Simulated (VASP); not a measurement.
Si, 2 atoms in the cell. The structure is trigonal, space group R-3m (No. 166). The conventional cell has a = 3.898 Å, b = 3.898 Å, c = 9.124 Å, α = 90.00°, β = 90.00°, γ = 120.00°. Within 3.0 Å of Si (site symmetry 3m) lie 4 Si at 2.28 to 2.38 Å.  This cell differs from its parent crystal: equal xy, yz and zx shear strains of -3 %.

```yaml
Program: VASP 6.6.1
Task: single point
Functional: PBE
Potentials_or_basis: VASP PAW PBE potentials, release 64 (Si)
Cutoff: 520 eV
k_mesh: 11 × 11 × 11
Occupations: fermi-dirac, width 0.08 eV
Spin: no spin polarisation
Dipole_correction: no
Further_INCAR_settings: ALGO = Normal; EDIFF = 1e-07; NBANDS = 11
```

Potentials or basis: VASP PAW PBE potentials, release 64 (Si).

Launch:

```bash
$ cat potpaw_PBE.64/Si/POTCAR > POTCAR
$ mpirun -np 1 vasp_std > vasp.out
```

Hardware: 1 thread of Intel Xeon 6975P-C, with other jobs on the host.

Task: How long does it take, and how much memory?

Result: Wall time 33 s on 1 thread of Intel Xeon 6975P-C, with other jobs on the host, peak memory 0.18 GiB. Counts: scf iterations 13, k points 146.
